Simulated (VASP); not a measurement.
**Mg3H8O3: single point with PBE**

System: Mg3H8O3, a wire with vacuum.

```
CELL_PARAMETERS angstrom
16.80000 0.00000 0.00000
0.00000 15.70000 0.00000
0.00000 0.00000 5.11813
ATOMIC_POSITIONS crystal
Mg 0.45067 0.34761 0.00618
Mg 0.35201 0.53048 0.00618
Mg 0.54933 0.53048 0.00618
Mg 0.45067 0.46952 0.50618
Mg 0.64799 0.46952 0.50618
Mg 0.54933 0.65239 0.50618
O 0.45067 0.34761 0.39842
O 0.35201 0.53048 0.39842
O 0.54933 0.53048 0.39842
O 0.45067 0.46952 0.89842
O 0.64799 0.46952 0.89842
O 0.54933 0.65239 0.89842
H 0.36547 0.29498 0.91313
H 0.53587 0.29498 0.91313
H 0.26681 0.47784 0.91313
H 0.35201 0.63575 0.91313
H 0.64799 0.36425 0.41313
H 0.73319 0.52216 0.41313
H 0.46413 0.70502 0.41313
H 0.63453 0.70502 0.41313
H 0.40262 0.31793 0.45090
H 0.49872 0.31793 0.45090
H 0.30396 0.50079 0.45090
H 0.35201 0.58984 0.45090
H 0.64799 0.41016 0.95090
H 0.69604 0.49921 0.95090
H 0.50128 0.68207 0.95090
H 0.59738 0.68207 0.95090
```

* Program: VASP 6.6.1
* Task: single point
* Functional: PBE
* Potentials or basis: VASP PAW PBE potentials, release 64 (Mg, O, H)
* Cutoff: 520 eV
* k mesh: 1 × 1 × 7
* Occupations: gaussian, width 0.05 eV
* Spin: no spin polarisation

```json
{
 "Largest force": "1.790 eV/Å",
 "Band gap on the k mesh": "2.18 eV (least direct gap 2.33 eV)"
}
```

Forces in eV/Å, atoms in the order of the input:
```
Mg  -0.085 -0.592 -1.354
Mg  -0.557  0.224 -1.353
Mg  -1.166 -0.673  1.180
Mg   1.166  0.673  1.180
Mg   0.557 -0.224 -1.353
Mg   0.085  0.592 -1.354
O   -0.371  0.912 -0.318
O    0.605 -0.773 -0.318
O   -0.805 -0.463  0.060
O    0.805  0.463  0.060
O   -0.605  0.773 -0.318
O    0.371 -0.912 -0.318
H   -0.453  0.005 -0.224
H    0.699  0.263 -0.225
H   -0.222 -0.396 -0.224
H    0.579  0.473 -0.225
H   -0.579 -0.473 -0.225
H    0.222  0.396 -0.224
H   -0.699 -0.263 -0.225
H    0.453 -0.005 -0.224
H   -0.534 -0.963  0.766
H    0.937 -0.768  0.734
H   -1.102  0.020  0.766
H   -0.198  1.196  0.734
H    0.198 -1.196  0.734
H    1.102 -0.020  0.766
H   -0.937  0.768  0.734
H    0.534  0.963  0.766
```

Levels at points of the mesh, in eV from the valence-band top:
```tsv
k point	band 30	band 31	band 32	band 33	band 34	band 35
(0.00, 0.00, 0.00)	-0.43	-0.31	0.00	2.33	3.25	4.15
```

Run time: 25 min on 1 thread of Intel Xeon 8259CL (shared host), peak memory 1.1 GiB.
